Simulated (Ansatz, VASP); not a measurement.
Two plane-wave programs on Hf

The input INCAR:

```
PREC = Accurate
ENCUT = 520
EDIFF = 1E-7
ISMEAR = 0
SIGMA = 0.15
LREAL = F
LASPH = T
NELM = 80
ALGO = Fast
ISIF = 2
LWAVE = F
LCHARG = F
GGA = PS
NBANDS = 17
```

Contents of KPOINTS:

```
Automatic mesh
0
Gamma
  18 18 10
```

The input POSCAR:

```
Hf
1.0
    3.0023000000      0.0000000000      0.0000000000
   -1.5011500000      2.6000680698      0.0000000000
    0.0000000000      0.0000000000      5.5958000000
Hf
2
Direct
    0.3333333333      0.6666666667      0.2500000000
    0.6666666667      0.3333333333      0.7500000000
```

Input for Ansatz:

```yaml
crystal:
  lattice:
    - [3.0023, 0.0, 0.0]
    - [-1.50115, 2.6000680698, 0.0]
    - [0.0, 0.0, 5.5958]
  atoms:
    - { symbol: Hf, position: [0.3333333333, 0.6666666667, 0.25] }
    - { symbol: Hf, position: [0.6666666667, 0.3333333333, 0.75] }
basis:
  ecutwfc: 420
kpoints:
  mp_grid: { grid: [18, 18, 10] }
hamiltonian:
  xc: pbesol
  pseudopotentials: { kind: paw }
scf:
  occupations: { method: gaussian, width: 0.15 }
output:
  forces: true
  stress: true
  eigenvalues: true
  write_density: true
  write_potential: true
  elf: true
  volumetric_format: npy
```

Alike in both runs: task single point; functional PBEsol; k mesh 18 × 18 × 10; occupations gaussian, width 0.15 eV; no spin polarisation.

```csv
,VASP,Ansatz
version,VASP 6.6.1,Ansatz 0.2.0
potentials or method,"VASP PAW PBE potentials, release 64 (Hf_pv), cutoff 520 eV","scalar-relativistic, plane waves, PAW"
valence electrons in the cell,20,52
```

|  | VASP | Ansatz | Ansatz less VASP |
| --- | --- | --- | --- |
| gap on the k mesh at the Fermi level (eV) | none | none | - |
| pressure (GPa) | -1.5 | -1.2 | +0.30 |
| traceless stress, the component that is largest in VASP (GPa) | -9.73 | -9.70 | +0.032 |

VASP's potentials were made for PBE, not for PBEsol. A gap of «none» marks a metal or a gap that the smearing closes. The functional is the same, so the differences come from potentials, cutoffs and numerics. VASP's potentials hold 20 valence electrons a cell and Ansatz's 52, so a difference there can come from the potentials and not from the codes.

Spin-orbit coupling is off throughout.
